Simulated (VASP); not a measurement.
ZnS: single point with PBEsol

Crystal: ZnS.

```
CELL_PARAMETERS angstrom
0.00000 2.67771 2.67771
2.67771 0.00000 2.67771
2.67771 2.67771 0.00000
ATOMIC_POSITIONS crystal
Zn 0.00000 0.00000 0.00000
S 0.25000 0.25000 0.25000
```

```
Program                : VASP 6.6.1
Task                   : single point
Functional             : PBEsol
Potentials or basis    : VASP PAW PBE potentials, release 64 (Zn, S)
Cutoff                 : 500 eV
k mesh                 : 10 × 10 × 10
Occupations            : gaussian, width 0.02 eV
Spin                   : no spin polarisation
Dipole correction      : no
Further INCAR settings : ALGO = Normal; EDIFF = 1e-06; NBANDS = 16
```

```
Pressure               : 0.2 GPa
Band gap on the k mesh : 2.10 eV
```

Levels at points of the mesh, in eV from the valence-band top:
```csv
k point,band 7,band 8,band 9,band 10,band 11,band 12
"(0.00, 0.00, 0.00)",0.00,0.00,0.00,2.10,6.29,6.29
"(0.50, 0.00, 0.00)",-5.54,-0.92,-0.92,3.25,6.82,6.82
"(0.50, 0.50, 0.00)",-4.72,-2.35,-2.35,3.18,3.96,11.03
```

Wall time 46 s on 1 thread of Intel Xeon 8259CL, with other jobs on the host, peak memory 0.17 GiB.

Caveat: the PAW data sets were made with another functional, which shifts forces and pressure a little.
